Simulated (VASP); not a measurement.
A run of VASP 6.6.1:

INCAR

```
PREC = Accurate
ENCUT = 600
EDIFF = 1E-6
ISMEAR = 0
SIGMA = 0.15
LREAL = False
LASPH = True
NELM = 120
ALGO = Normal
ISIF = 2
LWAVE = False
LCHARG = False
GGA = PS
NBANDS = 26
GGA_COMPAT = False
```

The input KPOINTS:

```
Automatic mesh
0
Gamma
  18 18 3
```

POSCAR

```
C
1.0
   -2.4587330167      0.0000000000      0.0000000000
   -1.2293665084     -2.1293252536      0.0000000000
   -2.4587330167     -1.4195501690     14.4916134525
C
8
Direct
   -0.5833000000     -0.5833000000      0.8749500000
   -0.2499666667     -0.2499666667      0.3749500000
   -0.0833000000      0.9167000000      0.1249500000
   -0.4166333333      0.5833666667      0.6249500000
   -0.2499666667     -0.2499666667      0.8749500000
    0.0833666667      0.0833666667      0.3749500000
    0.5833666667      0.5833666667      0.1249500000
    0.2500333333      0.2500333333      0.6249500000
```

Potentials or basis: VASP PAW PBE potentials, release 64 (C).

Command:

```console
$ cat potpaw_PBE.64/C/POTCAR > POTCAR
$ mpirun -np 1 vasp_std > vasp.out
```

Hardware: 1 thread of Intel(R) Xeon(R) 6975P-C (Granite Rapids), on a shared host.

Q: Estimate the wall time of this run.

A: Wall time 3.3 min on 1 thread of Intel(R) Xeon(R) 6975P-C (Granite Rapids) (shared host), peak memory 0.43 GiB. Counts: scf iterations 13, k points 199.
